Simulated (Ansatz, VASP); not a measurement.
## WS2 in VASP and in Ansatz

```
W S
1.0
     1.53163    0.88429    6.16333
    -1.53163    0.88429    6.16333
     0.00000   -1.76857    6.16333
W S
1 2
Direct
  0.00000 0.00000 0.00000
  0.75030 0.75030 0.75030
  0.58100 0.58100 0.58100
```

Change from the starting cell: equal xx and yy strain of -3 %.

Alike in both runs: task single point; functional LDA; k mesh 13 × 13 × 13; occupations fermi-dirac, width 0.08 eV; no spin polarisation.

|  | VASP | Ansatz |
| --- | --- | --- |
| version | VASP 6.6.1 | Ansatz 0.2.0 |
| potentials or method | VASP PAW LDA potentials, release 64 (W_sv, S), cutoff 520 eV | all-electron LAPW, scalar-relativistic |

```csv
,VASP,Ansatz,Ansatz less VASP
pressure (GPa),7.8,7.3,-0.47
"traceless stress, the component that is largest in VASP (GPa)",-3.05,-3.07,-0.021
rms of the force components (eV/Å),0.368,0.350,-0.0172
```

LDA's correlation is that of Perdew and Zunger in VASP and of Perdew and Wang (1992) in Ansatz. Atom by atom the forces differ by 0.025 eV/Å (rms over components). Ansatz ran all-electron here, and VASP with PAW potentials.

Spin-orbit coupling is off throughout.
